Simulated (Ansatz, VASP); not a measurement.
# MgS in VASP and in Ansatz

```
Mg S
1.0
     0.00000    2.60152    2.60152
     2.65407    0.00000    2.60152
     2.65407    2.60152    0.00000
Mg S
1 1
Direct
  0.00000 0.00000 0.00000
  0.50000 0.50000 0.50000
```

Change from the starting cell: uniaxial_x strain +2.0%.

Alike in both runs: task single point; functional r2SCAN; k mesh 8 × 8 × 8; no spin polarisation.

|  | VASP | Ansatz |
| --- | --- | --- |
| version | VASP 6.6.1 | Ansatz 0.2.0 |
| potentials or method | VASP PAW PBE potentials, release 64 (Mg, S) | plane waves, PAW |
| plane-wave cutoff (eV) | 520 | 500 |
| occupations | gaussian, width 0.01 eV | fixed |
| valence electrons in the cell | 8 | 16 |

Ansatz gave:

* gap on the k mesh at the Fermi level (eV): 3.33
* pressure (GPa): -1.5
* traceless stress, the component that is largest in VASP (GPa): -1.24

Q: Which values does VASP return?

A: gap on the k mesh at the Fermi level (eV): 3.30; pressure (GPa): -1.9; traceless stress, the component that is largest in VASP (GPa): -1.21.

VASP's potentials were made for PBE, not for r2SCAN. VASP's potentials hold 8 valence electrons a cell and Ansatz's 16, so a difference there can come from the potentials and not from the codes.
